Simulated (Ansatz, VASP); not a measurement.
Re: VASP beside Ansatz

Contents of INCAR:

```
PREC     = Accurate       # precision mode
ENCUT    = 520            # plane-wave cutoff, eV
EDIFF    = 1E-6           # SCF threshold, eV
ISMEAR   = 0              # smearing method
SIGMA    = 0.15           # smearing width, eV
LREAL    = F              # projectors in reciprocal space
LASPH    = T              # aspherical terms in the spheres
NELM     = 80             # most SCF steps
ALGO     = Fast           # electronic algorithm
ISIF     = 2              # what is computed and relaxed
LWAVE    = F              # write WAVECAR
LCHARG   = F              # write CHGCAR
GGA      = PE             # functional
NBANDS   = 10             # bands
```

File KPOINTS:

```
regular mesh
0
Gamma
  10 10 10
```

File POSCAR:

```
Re
1.0
    0.0000000000      2.1815254914      1.6018941683
    2.1815254914      0.0000000000      1.6018941683
    2.1815254914      2.1815254914      0.0000000000
Re
1
Direct
    0.0000000000      0.0000000000      0.0000000000
```

Input for Ansatz:

```yaml
crystal:
  lattice:
    - [0.0, 2.1815254914, 1.6018941683]
    - [2.1815254914, 0.0, 1.6018941683]
    - [2.1815254914, 2.1815254914, 0.0]
  atoms:
    - { symbol: Re, position: [0.0, 0.0, 0.0] }
basis:
  ecutwfc: 420
kpoints:
  mp_grid: { grid: [10, 10, 10] }
hamiltonian:
  xc: pbe
scf:
  occupations: { method: gaussian, width: 0.15 }
output:
  forces: true
  stress: true
  eigenvalues: true
```

Alike in both runs: task single point; functional PBE; k mesh 10 × 10 × 10; occupations gaussian, width 0.15 eV; no spin polarisation.

|  | VASP | Ansatz |
| --- | --- | --- |
| version | VASP 6.6.1 | Ansatz 0.2.0 |
| potentials or method | VASP PAW PBE potentials, release 64 (Re), cutoff 520 eV | scalar-relativistic, plane waves, PAW |
| valence electrons in the cell | 7 | 15 |

|  | VASP | Ansatz | Ansatz less VASP |
| --- | --- | --- | --- |
| gap on the k mesh at the Fermi level (eV) | none | none | - |
| pressure (GPa) | -4.2 | -3.6 | +0.60 |
| traceless stress, the component that is largest in VASP (GPa) | -0.29 | -0.44 | -0.151 |

A gap of «none» marks a metal or a gap that the smearing closes. VASP's potentials hold 7 valence electrons a cell and Ansatz's 15, so a difference there can come from the potentials and not from the codes.

Neither program's run includes spin-orbit coupling.
